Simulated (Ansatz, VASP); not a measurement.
# C in VASP and in Ansatz

The input INCAR:

```
SYSTEM = C
PREC = Accurate
ENCUT = 520
EDIFF = 1E-6
ISMEAR = 0
SIGMA = 0.05
LREAL = .FALSE.
LASPH = .TRUE.
NELM = 80
ALGO = Normal
ISIF = 2
LWAVE = .FALSE.
LCHARG = .FALSE.
GGA = PE
IVDW = 12
NBANDS = 31
```

File KPOINTS:

```
regular mesh
0
G
  7 11 3
  0 0 0
```

The input POSCAR:

```
C
1.0
    0.0000000000      1.4231666446     -3.3613878322
   -2.4649969361      0.0000000000      0.0000000000
    3.4920789928     11.6601904695      0.7479738990
C
10
Direct
   -0.1279249958      0.6941556567      0.7723451695
    0.7134281752      0.6841326841      0.0593877770
    0.7530898824      0.4366384273      0.2376271251
   -0.2072484103      1.1891441704      0.4158664732
   -0.1675867031      0.9416499136      0.5941058214
    0.7262335321      0.2683730590      0.1188515711
   -0.2341047607      1.0208788022      0.2970909192
   -0.1944430534      0.7733845453      0.4753302673
   -0.1547813461      1.5258902885      0.6535696154
   -0.1151196389      1.2783960317      0.8318089635
```

Input for Ansatz:

```yaml
crystal:
  lattice:
    - [0.0, 1.4231666446, -3.3613878322]
    - [-2.4649969361, 0.0, 0.0]
    - [3.4920789928, 11.6601904695, 0.747973899]
  atoms:
    - { symbol: C, position: [-0.1279249958, 0.6941556567, 0.7723451695] }
    - { symbol: C, position: [0.7134281752, 0.6841326841, 0.059387777] }
    - { symbol: C, position: [0.7530898824, 0.4366384273, 0.2376271251] }
    - { symbol: C, position: [-0.2072484103, 1.1891441704, 0.4158664732] }
    - { symbol: C, position: [-0.1675867031, 0.9416499136, 0.5941058214] }
    - { symbol: C, position: [0.7262335321, 0.268373059, 0.1188515711] }
    - { symbol: C, position: [-0.2341047607, 1.0208788022, 0.2970909192] }
    - { symbol: C, position: [-0.1944430534, 0.7733845453, 0.4753302673] }
    - { symbol: C, position: [-0.1547813461, 1.5258902885, 0.6535696154] }
    - { symbol: C, position: [-0.1151196389, 1.2783960317, 0.8318089635] }
basis:
  ecutwfc: 520.0
kpoints:
  mp_grid: { grid: [7, 11, 3] }
hamiltonian:
  xc: pbe
  dispersion: d3bj
scf:
  occupations: { method: gaussian, width: 0.05 }
output:
  forces: true
  stress: true
  eigenvalues: true
```

Alike in both runs: task single point; functional PBE; dispersion D3(BJ); k mesh 7 × 11 × 3; occupations gaussian, width 0.05 eV; no spin polarisation.

```csv
,VASP,Ansatz
version,VASP 6.6.1,Ansatz 0.2.0
potentials or method,"VASP PAW PBE potentials, release 64 (C), cutoff 520 eV","scalar-relativistic, plane waves, PAW"
valence electrons in the cell,40,40
```

|  | VASP | Ansatz | Ansatz less VASP |
| --- | --- | --- | --- |
| gap on the k mesh at the Fermi level (eV) | none | none | - |
| pressure (GPa) | -5.5 | -5.9 | -0.37 |
| traceless stress, the component that is largest in VASP (GPa) | -6.45 | -6.61 | -0.160 |
| rms of the force components (eV/Å) | 0.866 | 0.863 | -0.0027 |

Atom by atom the forces differ by 0.012 eV/Å (rms over components). A gap of «none» marks a metal or a gap that the smearing closes.
